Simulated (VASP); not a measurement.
A run of VASP 6.6.1 is set up as follows.

The input INCAR:

```
AGGAC = 1.0
AGGAX = 1.0
ALDAC = 0.0
ALDAX = 1.0
ALGO = Normal
EDIFF = 1E-6
EDIFFG = -0.04
ENCUT = 520
GGA = B5
IBRION = 2
ISIF = 2
ISMEAR = 0
IVDW = 12
LASPH = True
LCHARG = False
LREAL = False
LWAVE = False
NELM = 60
NSW = 60
PREC = Accurate
SIGMA = 0.05
VDW_A1 = 0.4298
VDW_A2 = 4.2359
VDW_S6 = 1.0
VDW_S8 = 2.6996
```

The input KPOINTS:

```
k-points
0
Gamma
  6 6 6
```

Contents of POSCAR:

```
LaB6
1.0
    4.1102646754      0.0000000000      0.0000000000
    0.0000000000      4.1102646754      0.0000000000
    0.0000000000      0.0000000000      4.1102646754
La B
1 6
Direct
    0.0000000000      0.0000000000      0.0000000000
    0.1997467300      0.5000000000      0.5000000000
    0.8002532700      0.5000000000      0.5000000000
    0.5000000000      0.5000000000      0.1997467300
    0.5000000000      0.5000000000      0.8002532700
    0.5000000000      0.1997467300      0.5000000000
    0.5000000000      0.8002532700      0.5000000000
```

Potentials or basis: VASP PAW PBE potentials, release 64 (La, B).

Run with:

```bash
$ cat potpaw_PBE.64/La/POTCAR potpaw_PBE.64/B/POTCAR > POTCAR
$ mpirun -np 1 vasp_std > vasp.out
```

Q: Predict the dispersion energy per atom.

A: -0.599 eV.

Q: Predict the band gap on the k mesh.

A: Zero (an odd number of electrons rules out a gap without spin polarisation).

Q: What does it give for the energy gained by relaxing?

A: 0.1 meV/atom.

Final structure:
```
CELL_PARAMETERS angstrom
4.11026 0.00000 0.00000
0.00000 4.11026 0.00000
0.00000 0.00000 4.11026
ATOMIC_POSITIONS crystal
La 0.00000 0.00000 0.00000
B 0.19925 0.50000 0.50000
B 0.80075 0.50000 0.50000
B 0.50000 0.50000 0.19925
B 0.50000 0.50000 0.80075
B 0.50000 0.19925 0.50000
B 0.50000 0.80075 0.50000
```

Caveat: spin-orbit coupling is left out, which moves the levels of the heavy elements.
